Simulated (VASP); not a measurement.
Cl: relaxation of cell and atoms with PBEsol

Cl:

```
Cl
1.0
     2.23465    0.00000    0.00000
    -1.11732    1.93526    0.00000
     0.00000    0.00000    1.91682
Cl
1
Direct
  0.00000 0.00000 0.00000
```

```json
{
  "Program": "VASP 6.6.1",
  "Task": "relaxation of cell and atoms",
  "Functional": "PBEsol",
  "Potentials or basis": "VASP PAW PBE potentials, release 64 (Cl)",
  "Cutoff": "600 eV",
  "k mesh": "19 × 19 × 18",
  "Occupations": "fermi-dirac, width 0.1 eV",
  "Spin": "no spin polarisation",
  "Target pressure": "270 GPa",
  "Dipole correction": "no",
  "Further INCAR settings": "ALGO = Normal; EDIFF = 1e-06; IBRION = 2; EDIFFG = -0.005; NSW = 32; ISIF = 3"
}
```

```yaml
Relaxed_volume: 8.33 Å³/atom
Relaxed_cell: a = 2.241 Å, b = 2.241 Å, c = 1.915 Å, α = 90.00°, β = 90.00°, γ = 120.00°
Space_group_after_relaxing_to_0.1_Å: P6/mmm (No. 191)
Energy_change_on_relaxing_the_run_minimises_the_enthalpy: -69.6 meV/atom
Ionic_steps: 5
Pressure_after_relaxing: 270.0 GPa
Band_gap_on_the_k_mesh: zero (an odd number of electrons rules out a gap without spin polarisation)
```

Step by step:
| step | energy change (eV) | largest force (eV/Å) | pressure (GPa) | volume (Å³) |
| --- | --- | --- | --- | --- |
| 1 | 0.0000 | 0.0000 | 272.50 | 8.29 |
| 2 | -0.2602 | 0.0000 | 262.12 | 8.45 |
| 3 | -0.0768 | 0.0000 | 269.40 | 8.33 |
| 4 | -0.0528 | 0.0000 | 271.37 | 8.32 |
| 5 | -0.0696 | 0.0000 | 269.97 | 8.33 |

Final structure:
```cif
data_structure
_symmetry_space_group_name_H-M 'P 1'
_symmetry_Int_Tables_number 1
_cell_length_a 2.2413
_cell_length_b 2.2413
_cell_length_c 1.9148
_cell_angle_alpha 90.000
_cell_angle_beta 90.000
_cell_angle_gamma 120.000
_cell_volume 8.33
loop_
_atom_site_label
_atom_site_type_symbol
_atom_site_fract_x
_atom_site_fract_y
_atom_site_fract_z
_atom_site_occupancy
Cl1 Cl 0.00000 0.00000 0.00000 1
```

Levels at points of the mesh, in eV from the Fermi level:
```
           k point  band 1  band 2  band 3  band 4  band 5  band 6  band 7
(0.00, 0.00, 0.00)  -28.76    0.37    0.37    4.54    5.02   10.75   10.75
(0.00, 0.00, 0.50)  -20.79  -18.10    5.05    5.05   14.85   14.85   15.73
```

Wall time 57 s on 1 thread of AMD EPYC 7R13 (shared host), peak memory 0.1 GiB.

Caveat: the cell is relaxed towards a set pressure, so the run minimises the enthalpy, not the energy; the PAW data sets were made with another functional, which shifts forces and pressure a little; an odd number of electrons without spin polarisation forces a metal; a magnetic or distorted state may lie lower.
